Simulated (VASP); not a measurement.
Input of a VASP 6.6.1 run:

Contents of INCAR:

```
ALGO = Normal
EDIFF = 1E-6
ENCUT = 600
GGA = PE
GGA_COMPAT = False
ISIF = 2
ISMEAR = 0
LASPH = True
LCHARG = False
LMAXMIX = 6
LREAL = False
LWAVE = False
NBANDS = 33
NELM = 200
PREC = Accurate
SIGMA = 0.2
```

The input KPOINTS:

```
k-points
0
Gamma
  5 5 2
```

The input POSCAR:

```
Ho2O
1.0
    3.6587971549      0.0000000000      0.0000000000
   -1.8293985774      3.1686112834      0.0000000000
    0.0000000000      0.0000000000     12.0179894570
Ho O
4 2
Direct
    0.0000000000      0.0000000000      0.4435489606
    0.0000000000      0.0000000000      0.9435489606
    0.3333333333      0.6666666667      0.6857895658
    0.6666666667      0.3333333333      0.1857895658
    0.0000000000      0.0000000000      0.1309267436
    0.0000000000      0.0000000000      0.6309267436
```

Potentials or basis: VASP PAW PBE potentials, release 64 (Ho_3, O), 4f in core.

Command:

```sh
$ cat potpaw_PBE.64/Ho_3/POTCAR potpaw_PBE.64/O/POTCAR > POTCAR
$ mpirun -np 1 vasp_std > vasp.out
```

Problem. Estimate the pressure.

Solution. 1.0 GPa.

Problem. What does it give for the band gap on the k mesh?

Solution. 0.16 eV (least direct gap 0.30 eV).

Problem. Predict the largest force.

Solution. 0.125 eV/Å.

Stress tensor (GPa, compression positive):
```
0.87 0.00 0.00
0.00 0.87 0.00
0.00 0.00 1.26
```

Caveat: spin-orbit coupling is left out, which moves the levels of the heavy elements; an odd mesh through Γ misses points on the zone boundary, where band edges can lie; the 4f electrons are frozen in the core, so they carry no moment and show no levels.
